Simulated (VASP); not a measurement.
# WC (P-6m2) in VASP: a series of runs, part 2 of 2

VASP 6.6.1.

## 4. Relaxation of cell and atoms, PBE

The input, INCAR:

```
ALGO = Normal
EDIFF = 1E-7
EDIFFG = -0.005
ENCUT = 600
GGA = PE
IBRION = 2
ISIF = 3
ISMEAR = 0
LASPH = True
LCHARG = False
LREAL = False
LWAVE = False
NELM = 60
NSW = 100
PREC = Accurate
SIGMA = 0.1
```

The input, KPOINTS:

```
k-points
0
Gamma
  18 18 14
```

The input, POSCAR:

```
WC
1.0
    2.9226137780      0.0000000000      0.0000000000
   -1.4613068890      2.5310577772      0.0000000000
    0.0000000000      0.0000000000      2.8457690045
W C
1 1
Direct
    0.0000000000      0.0000000000      0.0000000000
    0.6666666667      0.3333333333      0.5000000000
```

Potentials or basis: VASP PAW PBE potentials, release 64 (W_sv, C).

Started as:

```sh
$ cat potpaw_PBE.64/W_sv/POTCAR potpaw_PBE.64/C/POTCAR > POTCAR
$ mpirun -np 1 vasp_std > vasp.out
```

OUTCAR:

```text
EDIFF = 1E-7
   EDIFFG = -0.005
   ENCUT = 600
   GGA = PE
   IBRION = 2
   ISIF = 3
   ISMEAR = 0
   LASPH = True
   LREAL = False
   NELM = 60
   NSW = 100
   PREC = Accurate

 ion  position               nearest neighbor table
   1  0.000  0.000  0.000-   2 2.21   2 2.21   2 2.21   2 2.21   2 2.21   2 2.21
   2  0.667  0.333  0.500-   1 2.21   1 2.21   1 2.21   1 2.21   1 2.21   1 2.21

  LATTYP: Found a hexagonal cell.
 ALAT       =     2.9226137780
 C/A-ratio  =     0.9737068325

  Lattice vectors:

 A1 = (   2.9226137780,   0.0000000000,   0.0000000000)
 A2 = (  -1.4613068890,   2.5310577772,   0.0000000000)
 A3 = (   0.0000000000,   0.0000000000,   2.8457690045)

Analysis of symmetry for initial positions (statically):
=====================================================================
 Subroutine PRICEL returns:
 Original cell was already a primitive cell.

 Routine SETGRP: Setting up the symmetry group for a
 hexagonal supercell.

 Subroutine GETGRP returns: Found 12 space group operations
 (whereof 12 operations were pure point group operations)
 out of a pool of 24 trial point group operations.

The static configuration has the point symmetry D_3h.

Analysis of symmetry for dynamics (positions and initial velocities):
=====================================================================
 Subroutine PRICEL returns:
 Original cell was already a primitive cell.

 Routine SETGRP: Setting up the symmetry group for a
 hexagonal supercell.

 Subroutine GETGRP returns: Found 12 space group operations
 (whereof 12 operations were pure point group operations)
 out of a pool of 24 trial point group operations.

The dynamic configuration has the point symmetry D_3h.

 Subroutine INISYM returns: Found 12 space group operations
 (whereof 12 operations are pure point group operations),
 and found     1 'primitive' translations

----------------------------------------------------------------------------------------

                                     Primitive cell

[... 129 lines left out ...]

--------------------------------------- Ionic step        1  -------------------------------------------

 number of electron      18.0000000 magnetization

 Free energy of the ion-electron system (eV)
  ---------------------------------------------------
  ext. energy  EPLUGINS =         0.00000000
  ---------------------------------------------------
  free energy    TOTEN  =       -22.45081608 eV

  energy without entropy =      -22.44941748  energy(sigma->0) =      -22.45011678

------------------------ aborting loop because EDIFF is reached ----------------------------------------

  FORCE on cell =-STRESS in cart. coord.  units (eV):
  Direction    XX          YY          ZZ          XY          YZ          ZX
  --------------------------------------------------------------------------------------
  -------------------------------------------------------------------------------------
  Total        0.0908926      0.0908926      0.1987952      0.0000000     -0.0000000     -0.0000000
  in kB        6.9177645      6.9177645     15.1301509      0.0000000     -0.0000000     -0.0000000
  external PRESSURE =       9.6552266 kB  Pullay stress =       0.0000000 kB
[... 203 lines left out ...]
--------------------------------------- Ionic step        7  -------------------------------------------

 number of electron      18.0000000 magnetization

 Free energy of the ion-electron system (eV)
  ---------------------------------------------------
  ext. energy  EPLUGINS =         0.00000000
  ---------------------------------------------------
  free energy    TOTEN  =       -22.45100029 eV

  energy without entropy =      -22.44960020  energy(sigma->0) =      -22.45030024

 E-fermi :  10.8290     XC(G=0): -13.7070

 val. band max:       10.8173058194   @ k =   0.4444   0.0000   0.5000
 cond. band min:      10.8366693335   @ k =   0.4444   0.0556   0.4286
 fundamental gap:      0.0193635141
 Fermi energy:        10.8289917549

 k-point     1 :       0.0000    0.0000    0.0000
  band No.  band energies     occupation
      1     -63.1978      2.00000
      2     -27.1746      2.00000
      3     -27.0843      2.00000
      4     -27.0843      2.00000
      5      -3.4808      2.00000
      6       6.6252      2.00000
      7       7.5688      2.00000
      8       7.5688      2.00000
      9      10.9402      0.11588
     10      14.0021      0.00000
     11      14.0021      0.00000
     12      16.3784      0.00000
     13      16.3784      0.00000
[... 354 lines left out ...]
  band No.  band energies     occupation
      1     -63.1443      2.00000
      2     -27.7989      2.00000
      3     -27.3146      2.00000
      4     -27.0709      2.00000
      5      -0.1697      2.00000
      6       4.0526      2.00000
      7       7.3027      2.00000
      8       7.4150      2.00000
      9      10.3474      2.00000
     10      12.6409      0.00000
     11      14.3262      0.00000
     12      15.5301      0.00000
     13      18.2469      0.00000

 [... further k-points ...]
[... 5 lines left out ...]
  --------------------------------------------------------------------------------------
  -------------------------------------------------------------------------------------
  Total        0.0017745      0.0017745      0.0050482     -0.0000000      0.0000000     -0.0000000
  in kB        0.1347408      0.1347408      0.3833121     -0.0000000      0.0000000     -0.0000000
  external PRESSURE =       0.2175979 kB  Pullay stress =       0.0000000 kB
[... 17 lines left out ...]
  FREE ENERGIE OF THE ION-ELECTRON SYSTEM (eV)
  ---------------------------------------------------
  free  energy   TOTEN  =       -22.4510002927 eV

  energy  without entropy=      -22.4496001966  energy(sigma->0) =      -22.45030024

 reached required accuracy - stopping structural energy minimisation
```

CONTCAR:

```text
WC
   1.00000000000000
     2.9240155853456193   -0.0000000000000000   -0.0000000000000000
    -1.4620077926728097    2.5322717779725199    0.0000000000000000
     0.0000000000000000    0.0000000000000000    2.8497262195104653
  W               C
     1     1
Direct
     0.0000000000000000    0.0000000000000000    0.0000000000000000
     0.6666666667000030    0.3333333332999970    0.5000000000000000

  0.00000000E+00  0.00000000E+00  0.00000000E+00
  0.00000000E+00  0.00000000E+00  0.00000000E+00
```

Run time: 2.5 min. Hardware: 1 thread of AMD EPYC 9R45 (Zen 5), shared host; peak memory 0.2 GiB.

Results:

- Free energy: -22.4510 eV
- Relaxed volume: 10.55 Å³/atom
- Relaxed cell: a = 2.924 Å, b = 2.924 Å, c = 2.850 Å, α = 90.00°, β = 90.00°, γ = 120.00°
- Space group after relaxing (to 0.05 Å): P-6m2 (No. 187)
- Energy gained by relaxing: 0.1 meV/atom
- Ionic steps: 7
- Pressure after relaxing: 0.0 GPa
- Band gap on the k mesh: zero (band 9 reaches 11.47 eV, above the bottom of band 10 at 10.28 eV)

Step by step:
```
step  energy change (eV)  largest force (eV/Å)  pressure (GPa)  volume (Å³)
   1              0.0000                0.0000            0.97        21.05
   2              0.0011                0.0000           -2.64        21.24
   3             -0.0002                0.0000           -0.03        21.10
   4             -0.0002                0.0000           -0.03        21.10
   5             -0.0002                0.0000           -0.07        21.11
   6             -0.0002                0.0000            0.12        21.09
   7             -0.0002                0.0000            0.02        21.10
```

Final structure:
```yaml
crystal:
  lattice:
    - [2.92402, 0.00000, 0.00000]
    - [-1.46201, 2.53227, 0.00000]
    - [0.00000, 0.00000, 2.84973]
  atoms:
    - { symbol: W, position: [0.00000, 0.00000, 0.00000] }
    - { symbol: C, position: [0.66667, 0.33333, 0.50000] }
```

Caveat: spin-orbit coupling is left out, which moves the levels of the heavy elements.

## 5. Single point, PBE

The input, INCAR:

```
PREC     = Accurate       # precision mode
ENCUT    = 910            # plane-wave cutoff, eV
EDIFF    = 1E-6           # SCF threshold, eV
ISMEAR   = 0              # smearing method
SIGMA    = 0.1            # smearing width, eV
LREAL    = False          # projectors in reciprocal space
LASPH    = True           # aspherical terms in the spheres
NELM     = 120            # most SCF steps
ALGO     = Normal         # electronic algorithm
ISIF     = 2              # what is computed and relaxed
LWAVE    = False          # write WAVECAR
LCHARG   = False          # write CHGCAR
GGA      = PE             # functional
NBANDS   = 16             # bands
GGA_COMPAT= False
```

The input, KPOINTS:

```
regular mesh
0
Gamma
  12 12 12
```

The input, POSCAR:

```
WC
1.0
    2.9217716511      0.0000000000      0.0000000000
   -1.4608858255      2.5303284739      0.0000000000
    0.0000000000      0.0000000000      2.8470758830
W C
1 1
Direct
    0.0000000000      0.0000000000      0.0000000000
    0.6666666667      0.3333333333      0.5000000000
```

Potentials or basis: VASP PAW PBE potentials, release 64 (W_sv, C_h).

Started as:

```sh
$ cat potpaw_PBE.64/W_sv/POTCAR potpaw_PBE.64/C_h/POTCAR > POTCAR
$ mpirun -np 1 vasp_std > vasp.out
```

It took 40 s on 1 thread of Intel Xeon Platinum 8559C (Emerald Rapids), shared host; peak memory 0.25 GiB.

The run converged. Its results:

```yaml
Free_energy: -22.4582 eV
Pressure: 1.0 GPa
Band_gap_on_the_k_mesh: zero (band 9 reaches 11.83 eV, above the bottom of band 10 at 10.64 eV)
```

Stress tensor (GPa, compression positive):
```
0.94 0.00 0.00
0.00 0.94 0.00
0.00 0.00 1.09
```

Levels at points of the mesh, in eV from the Fermi level:
```tsv
k point	band 6	band 7	band 8	band 9	band 10	band 11	band 12	band 13
(0.00, 0.00, 0.00)	-4.22	-3.27	-3.27	0.11	3.18	3.18	5.56	5.56
(0.50, 0.00, 0.00)	-6.96	-3.53	-3.49	-0.46	2.32	4.45	4.79	6.79
(0.00, 0.00, 0.50)	-8.55	-1.98	-1.98	-0.56	-0.56	3.65	4.49	4.49
(0.50, 0.00, 0.50)	-6.36	-4.24	-4.14	0.27	4.34	5.22	6.52	9.05
```

Caveat: the cutoff is under 1.25 times the usual one of these potentials, so pressure, stress and relaxed cells hold a basis-set (Pulay) error; spin-orbit coupling is left out, which moves the levels of the heavy elements.

## 6. Summary

```csv
task,potentials or basis,cell,k mesh,cutoff (eV),second run,gap on the mesh (eV),pressure (GPa)
single point,"VASP PAW PBE potentials, release 64 (W_sv, C)","a = 2.922, b = 2.922, c = 2.847 Å, angles 90.0, 90.0, 120.0°, 2 atoms",12 × 12 × 12,520,-,none,1.1
single point,"VASP PAW PBE potentials, release 64 (W_sv, C)","a = 2.922, b = 4.080, c = 2.847 Å, angles 134.3, 90.0, 111.0°, 2 atoms",13 × 9 × 18,520,-,none,1.1
relaxation of cell and atoms,"VASP PAW PBE potentials, release 64 (W_sv, C)","relaxed from a = 2.923, b = 2.923, c = 2.846 Å, angles 90.0, 90.0, 120.0°, 2 atoms",18 × 18 × 14,600,-,none,0.0
single point,"VASP PAW PBE potentials, release 64 (W_sv, C_h)","a = 2.922, b = 2.922, c = 2.847 Å, angles 90.0, 90.0, 120.0°, 2 atoms",12 × 12 × 12,910,hard_potentials,none,1.0
```

Alike in all rows: level PBE; no spin polarisation; smearing gaussian 0.1 eV.

Caveats: spin-orbit coupling is left out, which moves the levels of the heavy elements; the cutoff is under 1.25 times the usual one of these potentials, so pressure, stress and relaxed cells hold a basis-set (Pulay) error (some runs).

Total energies depend on the potentials used, so only differences within one code and one set of settings carry meaning.
